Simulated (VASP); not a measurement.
**KTaO3: relaxation of cell and atoms with RPBE+D3(BJ)**

KTaO3:

```
Ta K O
1.0
     3.98830    0.00000    0.00000
     0.00000    3.98830    0.00000
     0.00000    0.00000    3.98830
Ta K O
1 1 3
Direct
  0.00000 0.00000 0.00000
  0.50000 0.50000 0.50000
  0.00000 0.00000 0.50000
  0.00000 0.50000 0.00000
  0.50000 0.00000 0.00000
```

```yaml
Program: VASP 6.6.1
Task: relaxation of cell and atoms
Functional: RPBE
Dispersion: D3(BJ)
Potentials_or_basis: VASP PAW PBE potentials, release 64 (Ta_pv, K_sv, O)
Cutoff: 600 eV
k_mesh: 7 × 7 × 7
Occupations: fermi-dirac, width 0.05 eV
Spin: no spin polarisation
Dipole_correction: no
Further_INCAR_settings: ALGO = Normal; EDIFF = 1e-07; IBRION = 2; EDIFFG = -0.01; NSW = 60; ISIF = 3
```

```json
{
  "Relaxed volume": "12.02 Å³/atom",
  "Relaxed cell": "a = 3.917 Å, b = 3.917 Å, c = 3.917 Å, α = 90.00°, β = 90.00°, γ = 90.00°",
  "Space group after relaxing (to 0.05 Å)": "Pm-3m (No. 221)",
  "Energy gained by relaxing": "24.8 meV/atom",
  "Ionic steps": "4",
  "Pressure after relaxing": "0.0 GPa",
  "Band gap on the k mesh": "2.41 eV, indirect (least direct gap 2.93 eV)",
  "Dispersion energy per atom": "-1.389 eV"
}
```

The path:
```tsv
step	energy change (eV)	largest force (eV/Å)	pressure (GPa)	volume (Å³)
1	0.0000	0.0000	-11.27	63.44
2	0.1615	0.0000	21.86	55.59
3	-0.1239	0.0000	-0.25	60.16
4	-0.1240	0.0000	0.00	60.09
```

Final structure:
```xyz
5
Lattice="3.9169 0.0000 0.0000 0.0000 3.9169 0.0000 0.0000 0.0000 3.9169" Properties=species:S:1:pos:R:3 pbc="T T T"
Ta    0.0000    0.0000    0.0000
K     1.9584    1.9584    1.9584
O     0.0000    0.0000    1.9584
O     0.0000    1.9584    0.0000
O     1.9584    0.0000    0.0000
```

Levels at points of the mesh, in eV from the valence-band top:
```csv
k point,band 15,band 16,band 17,band 18,band 19,band 20,band 21,band 22,band 23
"(0.00, 0.00, 0.00)",-1.08,-1.08,-0.52,-0.52,-0.52,2.41,2.41,2.41,7.36
```

It took 4.2 min on 1 thread of AMD EPYC 7R13, with other jobs on the host, peak memory 0.19 GiB.

Caveat: the PAW data sets were made with another functional, which shifts forces and pressure a little; spin-orbit coupling is left out, which moves the levels of the heavy elements. A k mesh can miss the band edges.
